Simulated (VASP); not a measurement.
# Re (P6_3/mmc) in VASP: notebook

Aim: see how the results for Re move with the level of theory and the settings. Levels: LDA, BLYP, BLYP+D4. Tasks: single point, relaxation of cell and atoms.

Program: VASP 6.6.1. These are calculated values, not measurements. Logs are shortened: lines on timing, memory, paths and dates and some standing lists are left out, and cuts for length are marked.

## 1. The cell of the first run

Symmetry: P6_3/mmc, No. 194, hexagonal system. Conventional cell: a = 2.766 Å, b = 2.766 Å, c = 8.939 Å, α = 90.00°, β = 90.00°, γ = 120.00°. Within 3.6 Å of Re (site symmetry -6m2) lie 12 Re at 2.75 to 2.77 Å. Within 3.6 Å of Re (site symmetry -3m) lie 12 Re at 2.75 to 2.77 Å.

## 2. Single point, LDA

INCAR

```
SYSTEM = Re
  ALGO = Normal
  EDIFF = 1E-6
  ENCUT = 560
  GGA = CA
  GGA_COMPAT = .FALSE.
  ISIF = 2
  ISMEAR = -1
  LASPH = .TRUE.
  LCHARG = .TRUE.
  LELF = .TRUE.
  LREAL = .FALSE.
  LVHAR = .TRUE.
  LWAVE = .FALSE.
  NBANDS = 38
  NELM = 120
  PREC = Accurate
  SIGMA = 0.05
```

KPOINTS

```
k-points
0
G
  11 11 3
  0 0 0
```

POSCAR

```
Re
1.0
    2.7663873939      0.0000000000      0.0000000000
   -1.3831936969      2.3957617598      0.0000000000
    0.0000000000      0.0000000000      8.9388451600
Re
4
Direct
    0.6666666667      0.3333333333      0.7500000000
    0.0000000000      0.0000000000      0.5000000000
    0.3333333333      0.6666666667      0.2500000000
    0.0000000000      0.0000000000      0.0000000000
```

Potentials or basis: VASP PAW LDA potentials, release 64 (Re_sv_GW).

On the command line:

```
cat potpaw_LDA.64/Re_sv_GW/POTCAR > POTCAR
mpirun -np 1 vasp_std > vasp.out
```

OUTCAR:

```text
SYSTEM = Re
   EDIFF = 1E-6
   ENCUT = 560
   GGA = CA
   ISIF = 2
   ISMEAR = -1
   LASPH = .TRUE.
   LREAL = .FALSE.
   NELM = 120
   PREC = Accurate

 ion  position               nearest neighbor table
   1  0.667  0.333  0.750-   2 2.75   4 2.75   2 2.75   4 2.75   2 2.75   4 2.75
   2  0.000  0.000  0.500-   1 2.75   3 2.75   3 2.75   1 2.75   1 2.75   3 2.75
   3  0.333  0.667  0.250-   2 2.75   4 2.75   2 2.75   4 2.75   2 2.75   4 2.75
   4  0.000  0.000  0.000-   1 2.75   3 2.75   3 2.75   1 2.75   1 2.75   3 2.75

  LATTYP: Found a hexagonal cell.
 ALAT       =     2.7663873939
 C/A-ratio  =     3.2312340563

  Lattice vectors:

 A1 = (   2.7663873939,   0.0000000000,   0.0000000000)
 A2 = (  -1.3831936969,   2.3957617598,   0.0000000000)
 A3 = (   0.0000000000,   0.0000000000,   8.9388451600)

Analysis of symmetry for initial positions (statically):
=====================================================================
 Subroutine PRICEL returns:
 Original cell was already a primitive cell.

 Routine SETGRP: Setting up the symmetry group for a
 hexagonal supercell.

 Subroutine GETGRP returns: Found 24 space group operations
 (whereof 12 operations were pure point group operations)
 out of a pool of 24 trial point group operations.

The static configuration has the point symmetry D_3d.
 The point group associated with its full space group is D_6h.

Analysis of symmetry for dynamics (positions and initial velocities):
=====================================================================
 Subroutine PRICEL returns:
 Original cell was already a primitive cell.

 Routine SETGRP: Setting up the symmetry group for a
 hexagonal supercell.

 Subroutine GETGRP returns: Found 24 space group operations
 (whereof 12 operations were pure point group operations)
 out of a pool of 24 trial point group operations.

The dynamic configuration has the point symmetry D_3d.
 The point group associated with its full space group is D_6h.

 Subroutine INISYM returns: Found 24 space group operations
 (whereof 12 operations are pure point group operations),
 and found     1 'primitive' translations

----------------------------------------------------------------------------------------

                                     Primitive cell

  volume of cell :      59.2431

  direct lattice vectors                    reciprocal lattice vectors
     2.766387394  0.000000000  0.000000000     0.361482272  0.208701887  0.000000000
    -1.383193697  2.395761760  0.000000000     0.000000000  0.417403774  0.000000000
     0.000000000  0.000000000  8.938845160     0.000000000  0.000000000  0.111871274

  length of vectors
     2.766387394  2.766387394  8.938845160     0.417403774  0.417403774  0.111871274

  position of ions in fractional coordinates (direct lattice)
     0.666666667  0.333333333  0.750000000
     0.000000000  0.000000000  0.500000000
     0.333333333  0.666666667  0.250000000
     0.000000000  0.000000000  0.000000000

  ion indices of the primitive-cell ions
   primitive index   ion index
                 1           1
                 2           2
                 3           3
                 4           4

----------------------------------------------------------------------------------------

 KPOINTS: k-points

Automatic generation of k-mesh.
 Grid dimensions read from file:
 generate k-points for:   11   11    3

 Generating k-lattice:

  Cartesian coordinates                     Fractional coordinates (reciprocal lattice)
     0.032862025  0.018972899  0.000000000     0.090909091  0.000000000  0.000000000
     0.000000000  0.037945798  0.000000000     0.000000000  0.090909091  0.000000000
     0.000000000  0.000000000  0.037290425     0.000000000  0.000000000  0.333333333

  Length of vectors
     0.037945798  0.037945798  0.037290425

  Shift w.r.t. Gamma in fractional coordinates (k-lattice)
     0.000000000  0.000000000  0.000000000

 Subroutine IBZKPT returns following result:
 ===========================================

 Found     32 irreducible k-points:

 Following reciprocal coordinates:
            Coordinates               Weight
  0.000000  0.000000  0.000000      1.000000
  0.090909 -0.000000  0.000000      6.000000
  0.181818  0.000000  0.000000      6.000000
  0.272727  0.000000  0.000000      6.000000
  0.363636  0.000000  0.000000      6.000000
  0.454545  0.000000  0.000000      6.000000
[... 16 lines left out ...]
  0.090909  0.090909  0.333333     12.000000
  0.181818  0.090909  0.333333     24.000000
 [... further k-points ...]
   k-points           NKPTS =     32   k-points in BZ     NKDIM =     32   number of bands    NBANDS=     38
   number of dos      NEDOS =    301   number of ions     NIONS =      4
   total plane-waves  NPLWV =  40320
   dimension x,y,z NGX =    24 NGY =   24 NGZ =   70
   dimension x,y,z NGXF=    48 NGYF=   48 NGZF=  140
   ions per type =               4
   NGX,Y,Z   is equivalent  to a cutoff of  14.42, 14.42, 13.02 a.u.
   NGXF,Y,Z  is equivalent  to a cutoff of  28.85, 28.85, 26.04 a.u.
 SYSTEM =  Re
   PREC   = accura    normal or accurate (medium, high low for compatibility)
   ISTART =      0    job   : 0-new  1-cont  2-samecut
   ICHARG =      2    charge: 1-file 2-atom 10-const
   ISPIN  =      1    spin polarized calculation?
   LNONCOLLINEAR =      F non collinear calculations
   LSORBIT =      F    spin-orbit coupling
   LASPH  =      T    aspherical Exc in radial PAW
   ENCUT  =  560.0 eV  41.16 Ry    6.42 a.u.   5.34  5.34 17.25*2*pi/ulx,y,z
   NELM   =    120;   NELMIN=  2; NELMDL= -5     # of ELM steps
   EDIFF  = 0.1E-05   stopping-criterion for ELM
   LREAL  =      F    real-space projection
   EDIFFG = 0.1E-04   stopping-criterion for IOM
   NSW    =      0    number of steps for IOM
   IBRION =     -1    ionic relax: 0-MD 1-quasi-New 2-CG
   NFREE  =      0    steps in history (QN), initial steepest desc. (CG)
   ISIF   =      2    stress and relaxation
   ISYM   =      2    0-nonsym 1-usesym 2-fastsym
   POTIM  = 0.5000    time-step for ionic-motion
   TEBEG  =    0.0;   TEEND  =   0.0 temperature during run
   PSTRESS=    0.0 pullay stress
   NELECT =      60.0000    total number of electrons
   NUPDOWN=      -1.0000    fix difference up-down
   EMIN   =  10.00;   EMAX   =-10.00  energy-range for DOS
   EFERMI =   0.00;   METHOD = LEGACY
   ISMEAR =    -1;   SIGMA  =   0.05  broadening in eV -4-tet -1-fermi 0-gaus
   EFERMI_NEDOS =   21; number of points for ismear=-14 and -15
   IALGO  =     38    algorithm
   IMIX   =      4    mixing-type and parameters
     AMIX     =   0.40;   BMIX     =  1.00
     AMIX_MAG =   1.60;   BMIX_MAG =  1.00
  volume/ion in A,a.u.               =      14.81        99.95
  Fermi-wavevector in a.u.,A,eV,Ry     =   1.644041  3.106786 36.774777  2.702870
  Thomas-Fermi vector in A             =   2.734073
   LORBIT       =      0    0 simple, 1 ext, 2 COOP (PROOUT), +10 PAW based schemes
   GGA     = CA    functional components
   LHFCALC =     F    Hartree Fock is set to
   AEXX    =    0.0000 exact exchange contribution
   IVDW    =     0    specifies the selected vdW correction
   LEPSILON=     F    determine dielectric tensor
   LRPA    =     F    only Hartree local field effects (RPA)
 non-spin polarized calculation
  energy-cutoff  :      560.00
  volume of cell :       59.24
 maximum number of plane-waves:      1804
 NGX is ok and might be reduce to    24
   NGX = 11   NGY = 11   NGZ = 35

 number of electron      59.9999999 magnetization

 Free energy of the ion-electron system (eV)
  ---------------------------------------------------
  ext. energy  EPLUGINS =         0.00000000
  ---------------------------------------------------
  free energy    TOTEN  =       -61.46385282 eV

  energy without entropy =      -61.43904970  energy(sigma->0) =      -61.45145126

 E-fermi :  12.7608     XC(G=0): -14.3819

 val. band max:       12.7518321775   @ k =   0.3636   0.2727   0.3333
 cond. band min:      12.7907273312   @ k =   0.2727   0.0000   0.0000
 fundamental gap:      0.0388951537
 Fermi energy:        12.7608437688

 k-point     1 :       0.0000    0.0000    0.0000
  band No.  band energies     occupation
      1     -66.7811      2.00000
      2     -66.7357      2.00000
      3     -66.7004      2.00000
      4     -66.6545      2.00000
      5     -29.4762      2.00000
      6     -28.9228      2.00000
[... 30 lines left out ...]
     37      15.2431      0.00000
     38      15.2431      0.00000

 k-point     2 :       0.0909   -0.0000    0.0000
  band No.  band energies     occupation
      1     -66.7732      2.00000
      2     -66.7298      2.00000
      3     -66.6945      2.00000
      4     -66.6505      2.00000
      5     -29.4451      2.00000
      6     -28.9311      2.00000
[... 30 lines left out ...]
     37      15.1850      0.00000
     38      15.3087      0.00000

 k-point     3 :       0.1818    0.0000    0.0000
  band No.  band energies     occupation
      1     -66.7517      2.00000
      2     -66.7141      2.00000
      3     -66.6789      2.00000
      4     -66.6407      2.00000
      5     -29.3578      2.00000
      6     -28.9771      2.00000
[... 30 lines left out ...]
     37      15.4063      0.00000
     38      15.5896      0.00000

 k-point     4 :       0.2727    0.0000    0.0000
  band No.  band energies     occupation
      1     -66.7220      2.00000
      2     -66.6935      2.00000
      3     -66.6582      2.00000
      4     -66.6292      2.00000
      5     -29.2439      2.00000
      6     -29.0838      2.00000
[... 30 lines left out ...]
     37      16.0595      0.00000
     38      16.1461      0.00000
[... 703 lines left out ...]
      4     -66.6196      2.00000
      5     -29.3770      2.00000
      6     -29.3592      2.00000
[... 30 lines left out ...]
     37      17.0692      0.00000
     38      17.5661      0.00000

 k-point    23 :       0.0909    0.0909    0.3333
  band No.  band energies     occupation
      1     -66.7518      2.00000
      2     -66.7339      2.00000
      3     -66.6688      2.00000
      4     -66.6507      2.00000
      5     -29.3245      2.00000
      6     -29.1565      2.00000
[... 30 lines left out ...]
     37      15.6449      0.00000
     38      16.3206      0.00000

 k-point    24 :       0.1818    0.0909    0.3333
  band No.  band energies     occupation
      1     -66.7272      2.00000
      2     -66.7125      2.00000
      3     -66.6539      2.00000
      4     -66.6390      2.00000
      5     -29.2462      2.00000
      6     -29.1539      2.00000
[... 30 lines left out ...]
     37      15.7527      0.00000
     38      16.4462      0.00000

 [... further k-points ...]
[... 5 lines left out ...]
  --------------------------------------------------------------------------------------
  -------------------------------------------------------------------------------------
  Total       -4.6361942     -4.6361942     -4.7438362     -0.0000000     -0.0000000      0.0000000
  in kB     -125.3817036   -125.3817036   -128.2927826     -0.0000000     -0.0000000      0.0000000
  external PRESSURE =    -126.3520633 kB  Pullay stress =       0.0000000 kB

 VOLUME and BASIS-vectors are now :
 -----------------------------------------------------------------------------
  energy-cutoff  :      560.00
  volume of cell :       59.24
      direct lattice vectors                 reciprocal lattice vectors
     2.766387394  0.000000000  0.000000000     0.361482272  0.208701887  0.000000000
    -1.383193697  2.395761760  0.000000000     0.000000000  0.417403774  0.000000000
     0.000000000  0.000000000  8.938845160     0.000000000  0.000000000  0.111871274

 POSITION                                       TOTAL-FORCE (eV/Angst)
 -----------------------------------------------------------------------------------
      1.38319      0.79859      6.70413         0.000000      0.000000      0.000000
      0.00000      0.00000      4.46942        -0.000000      0.000000      0.000000
     -0.00000      1.59717      2.23471        -0.000000      0.000000      0.000000
      0.00000      0.00000      0.00000        -0.000000      0.000000      0.000000
 -----------------------------------------------------------------------------------
    total drift:                               -0.000000      0.000000     -0.000000

  FREE ENERGIE OF THE ION-ELECTRON SYSTEM (eV)
  ---------------------------------------------------
  free  energy   TOTEN  =       -61.4638528161 eV

  energy  without entropy=      -61.4390496986  energy(sigma->0) =      -61.45145126
```

It took 1.7 min on 1 thread of Intel Xeon Platinum 8488C (Sapphire Rapids), shared host; peak memory 0.2 GiB.

What came out:

| Quantity | Value |
| --- | --- |
| Free energy | -61.4639 eV |
| Pressure | -12.6 GPa |
| Band gap on the k mesh | zero (bands 30 and 31 overlap by 2.46 eV) |

Caveat: the cell stands under tension; spin-orbit coupling is left out, which moves the levels of the heavy elements.

## 3. Single point, BLYP

This run uses another cell than the first one, of 15.53 Å³/atom.

INCAR

```
AGGAC = 1.0 ; AGGAX = 1.0
ALDAC = 0.0 ; ALDAX = 1.0
ALGO = Normal ; EDIFF = 1E-6
ENCUT = 560 ; GGA = B5
GGA_COMPAT = F ; ISIF = 2
ISMEAR = -1 ; LASPH = T
LCHARG = T ; LELF = T
LREAL = F ; LVHAR = T
LWAVE = F ; NBANDS = 38
NELM = 120 ; PREC = Accurate
SIGMA = 0.05
```

KPOINTS

```
k-points
0
Gamma
  8 8 3
```

POSCAR

```
Re
1.0
    2.8145819022      0.0000000000      0.0000000000
   -1.4072909511      2.4374994283      0.0000000000
    0.0000000000      0.0000000000      9.0558749893
Re
4
Direct
    0.6666666667      0.3333333333      0.7500000000
    0.0000000000      0.0000000000      0.5000000000
    0.3333333333      0.6666666667      0.2500000000
    0.0000000000      0.0000000000      0.0000000000
```

Potentials or basis: VASP PAW PBE potentials, release 64 (Re_sv_GW).

On the command line:

```
cat potpaw_PBE.64/Re_sv_GW/POTCAR > POTCAR
mpirun -np 1 vasp_std > vasp.out
```

It took 85 s on 1 thread of Intel Xeon Platinum 8488C (Sapphire Rapids), shared host; peak memory 0.21 GiB.

It converged, with:

```yaml
Free_energy: -49.6989 eV
Pressure: 0.0 GPa
Band_gap_on_the_k_mesh: zero (bands 30 and 31 overlap by 2.60 eV)
```

Stress tensor (GPa, compression positive):
```
 0.14  0.00  0.00
 0.00  0.14  0.00
 0.00  0.00 -0.15
```

Levels at points of the mesh, in eV from the Fermi level:
```
           k point  band 28  band 29  band 30  band 31  band 32  band 33
(0.00, 0.00, 0.00)    -1.20    -1.20    -1.13    -1.13     0.48     0.48
(0.50, 0.00, 0.00)     0.20     0.23     1.28     2.16     3.46     3.49
```

Caveat: the PAW data sets were made with another functional, which shifts forces and pressure a little; spin-orbit coupling is left out, which moves the levels of the heavy elements.

## 4. Single point, BLYP+D4

This run uses another cell than the first one, of 14.92 Å³/atom.

INCAR

```
PREC = Accurate ; ENCUT = 560
EDIFF = 1E-6 ; ISMEAR = -1
SIGMA = 0.05 ; LREAL = False
LASPH = True ; NELM = 120
ALGO = Normal ; ISIF = 2
LWAVE = False ; LCHARG = False
GGA = B5 ; ALDAX = 1.0
AGGAX = 1.0 ; AGGAC = 1.0
ALDAC = 0.0 ; IVDW = 13
VDW_S6 = 1.0 ; VDW_S8 = 2.34076671
VDW_A1 = 0.44488865 ; VDW_A2 = 4.0933009
NBANDS = 38 ; GGA_COMPAT = False
```

KPOINTS

```
regular mesh
0
Gamma
  11 11 3
```

POSCAR

```
Re
1.0
    2.7741630019      0.0000000000      0.0000000000
   -1.3870815009      2.4024956339      0.0000000000
    0.0000000000      0.0000000000      8.9557544973
Re
4
Direct
    0.6666666667      0.3333333333      0.7500000000
    0.0000000000      0.0000000000      0.5000000000
    0.3333333333      0.6666666667      0.2500000000
    0.0000000000      0.0000000000      0.0000000000
```

On the command line:

```
cat potpaw_PBE.64/Re_sv_GW/POTCAR > POTCAR
mpirun -np 1 vasp_std > vasp.out
```

Wall time 3 min (1 thread of AMD EPYC 7R43 (Zen 3), shared host); peak memory 0.18 GiB.

The run converged. Its results:

| Item | Value |
| --- | --- |
| Free energy | -54.8912 eV |
| Pressure | 0.1 GPa |
| Band gap on the k mesh | zero (bands 30 and 31 overlap by 2.51 eV) |
| Dispersion energy per atom | -1.321 eV |

Stress tensor (GPa, compression positive):
```
 0.16  0.00  0.00
 0.00  0.16  0.00
 0.00  0.00 -0.02
```

Levels at points of the mesh, in eV from the Fermi level:
```csv
k point,band 27,band 28,band 29,band 30,band 31,band 32,band 33,band 34
"(0.00, 0.00, 0.00)",-1.65,-1.25,-1.25,-1.15,-1.15,0.56,0.56,0.83
```

Caveat: the dispersion term is far too large for a dense solid, which distorts pressure and volume; the PAW data sets were made with another functional, which shifts forces and pressure a little; spin-orbit coupling is left out, which moves the levels of the heavy elements.

(Part 1 of 2 ends here.)

The gap in the log of VASP goes by the Fermi energy; the results here count the filled bands.